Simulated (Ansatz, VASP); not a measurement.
**Ta3N: VASP beside Ansatz**

```
CELL_PARAMETERS angstrom
2.97032 0.00000 0.00000
-1.48516 2.57238 0.00000
0.00000 0.00000 7.37054
ATOMIC_POSITIONS crystal
Ta 0.66667 0.33333 0.82607
Ta 0.33333 0.66667 0.17393
Ta 0.00000 0.00000 0.50000
N 0.00000 0.00000 0.00000
```

Change from the starting cell: volume scaled by 0.94.

Alike in both runs: task single point; functional LDA; k mesh 10 × 10 × 4; occupations fermi-dirac, width 0.05 eV; no spin polarisation.

|  | VASP | Ansatz |
| --- | --- | --- |
| version | VASP 6.6.1 | Ansatz 0.2.0 |
| potentials or method | VASP PAW LDA potentials, release 64 (Ta_pv, N), cutoff 520 eV | all-electron LAPW, scalar-relativistic |

Ansatz gave:

| Property | Result |
| --- | --- |
| gap on the k mesh at the Fermi level (eV) | none |
| pressure (GPa) | 2.3 |
| traceless stress, the component that is largest in VASP (GPa) | 0.87 |
| rms of the force components (eV/Å) | 0.050 |

Problem. What did VASP give for the same quantities?

Solution. gap on the k mesh at the Fermi level (eV): none; pressure (GPa): 3.7; traceless stress, the component that is largest in VASP (GPa): 0.96; rms of the force components (eV/Å): 0.020.

LDA's correlation is that of Perdew and Zunger in VASP and of Perdew and Wang (1992) in Ansatz. Atom by atom the forces differ by 0.031 eV/Å (rms over components). A gap of «none» marks a metal or a gap that the smearing closes. Ansatz ran all-electron here, and VASP with PAW potentials.

Neither program's run includes spin-orbit coupling.
